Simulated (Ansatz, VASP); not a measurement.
Ni: VASP beside Ansatz

```
Ni
1.0
     0.00000    1.78512    1.78512
     1.78512    0.00000    1.78512
     1.78512    1.78512    0.00000
Ni
1
Direct
  0.00000 0.00000 0.00000
```

Change from the starting cell: volume scaled by 1.04, PAW files.

Alike in both runs: task single point; functional LDA; k mesh 16 × 16 × 16; occupations fermi-dirac, width 0.1 eV; collinear spin.

|  | VASP | Ansatz |
| --- | --- | --- |
| version | VASP 6.6.1 | Ansatz 0.2.0 |
| potentials or method | VASP PAW LDA potentials, release 64 (Ni) | PAW with Ansatz's default frozen-core files, scalar-relativistic |
| plane-wave cutoff (eV) | 520 | 420 |
| valence electrons in the cell | 10 | 18 |

```csv
,VASP,Ansatz,Ansatz less VASP
pressure (GPa),-23.1,-23.3,-0.21
net moment per atom (μB),0.58,0.60,+0.022
size of the moment on the site where the two differ most (μB),0.58,0.63,+0.044
```

LDA's correlation is that of Perdew and Zunger in VASP and of Perdew and Wang (1992) in Ansatz. Site moments also hang on the region over which each program counts them. VASP's potentials hold 10 valence electrons a cell and Ansatz's 18, so a difference there can come from the potentials and not from the codes.
